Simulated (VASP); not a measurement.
A run of VASP 6.6.1 is set up as follows.

INCAR

```
SYSTEM = Ti
PREC     = Accurate       ! precision mode
ENCUT    = 520            ! plane-wave cutoff, eV
EDIFF    = 1E-7           ! SCF threshold, eV
ISMEAR   = -1             ! smearing method
SIGMA    = 0.05           ! smearing width, eV
LREAL    = .False.        ! projectors in reciprocal space
LASPH    = .True.         ! aspherical terms in the spheres
NELM     = 80             ! most SCF steps
ALGO     = Normal         ! electronic algorithm
ISIF     = 2              ! what is computed and relaxed
LWAVE    = .False.        ! write WAVECAR
LCHARG   = .False.        ! write CHGCAR
LDIPOL   = .True.       
IDIPOL   = 3            
DIPOL    = 0.5 0.5 0.500
GGA      = PE             ! functional
NBANDS   = 38             ! bands
```

File KPOINTS:

```
Automatic mesh
0
Gamma
  10 10 1
  0 0 0
```

The input POSCAR:

```
Ti
1.0
    2.9499978604      0.0000000000      0.0000000000
   -1.4749989302      2.5547730882      0.0000000000
    0.0000000000      0.0000000000     24.3720000000
Ti
5
Direct
    0.3333333333      0.6666666666      0.3077301822
    0.6666666667      0.3333333334      0.4038650911
    0.3333333333      0.6666666666      0.5000000000
    0.6666666667      0.3333333334      0.5961349089
    0.3333333333      0.6666666666      0.6922698178
```

Potentials or basis: VASP PAW PBE potentials, release 64 (Ti_sv).

Run with:

```console
$ cat potpaw_PBE.64/Ti_sv/POTCAR > POTCAR
$ mpirun -np 1 vasp_std > vasp.out
```

(1) Estimate the band gap on the k mesh.

(2) Predict the largest force.

## Answers

(1) zero (bands 30 and 31 overlap by 1.00 eV).

(2) 0.641 eV/Å.
